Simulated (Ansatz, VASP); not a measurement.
## Two plane-wave programs on Pt

INCAR

```
ALGO     = Fast           # electronic algorithm
EDIFF    = 1E-7           # SCF threshold, eV
ENCUT    = 520            # plane-wave cutoff, eV
GGA      = PS             # functional
ISIF     = 2              # what is computed and relaxed
ISMEAR   = 0              # smearing method
LASPH    = T              # aspherical terms in the spheres
LCHARG   = F              # write CHGCAR
LREAL    = F              # projectors in reciprocal space
LWAVE    = F              # write WAVECAR
NBANDS   = 17             # bands
NELM     = 100            # most SCF steps
PREC     = Accurate       # precision mode
SIGMA    = 0.15           # smearing width, eV
```

KPOINTS

```
k-points
0
Gamma
  18 18 10
```

File POSCAR:

```
Pt
1.0
    2.7606656158      0.0000000000      0.0000000000
   -1.3803328079      2.3908065546      0.0000000000
    0.0000000000      0.0000000000      5.0317407000
Pt
2
Direct
    0.6666666667      0.3333333333      0.7500000000
    0.3333333333      0.6666666667      0.2500000000
```

Input for Ansatz:

```yaml
crystal:
  lattice:
    - [2.7606656158, 0.0, 0.0]
    - [-1.3803328079, 2.3908065546, 0.0]
    - [0.0, 0.0, 5.0317407]
  atoms:
    - { symbol: Pt, position: [0.6666666667, 0.3333333333, 0.75] }
    - { symbol: Pt, position: [0.3333333333, 0.6666666667, 0.25] }
basis:
  ecutwfc: 420
kpoints:
  mp_grid: { grid: [18, 18, 10] }
hamiltonian:
  xc: pbesol
scf:
  occupations: { method: gaussian, width: 0.15 }
output:
  forces: true
  stress: true
  eigenvalues: true
```

Change from the starting cell: strain +0.000 along x and y, +0.050 along z, atoms carried along.

Alike in both runs: task single point; functional PBEsol; k mesh 18 × 18 × 10; occupations gaussian, width 0.15 eV; no spin polarisation.

```csv
,VASP,Ansatz
version,VASP 6.6.1,Ansatz 0.2.0
potentials or method,"VASP PAW PBE potentials, release 64 (Pt), cutoff 520 eV","scalar-relativistic, plane waves, PAW"
valence electrons in the cell,20,36
```

```csv
,VASP,Ansatz,Ansatz less VASP
gap on the k mesh at the Fermi level (eV),none,none,-
pressure (GPa),-19.0,-18.6,+0.35
"traceless stress, the component that is largest in VASP (GPa)",-3.66,-3.56,+0.104
```

VASP's potentials were made for PBE, not for PBEsol. A gap of «none» marks a metal or a gap that the smearing closes. VASP's potentials hold 20 valence electrons a cell and Ansatz's 36, so a difference there can come from the potentials and not from the codes.

Neither program's run includes spin-orbit coupling.
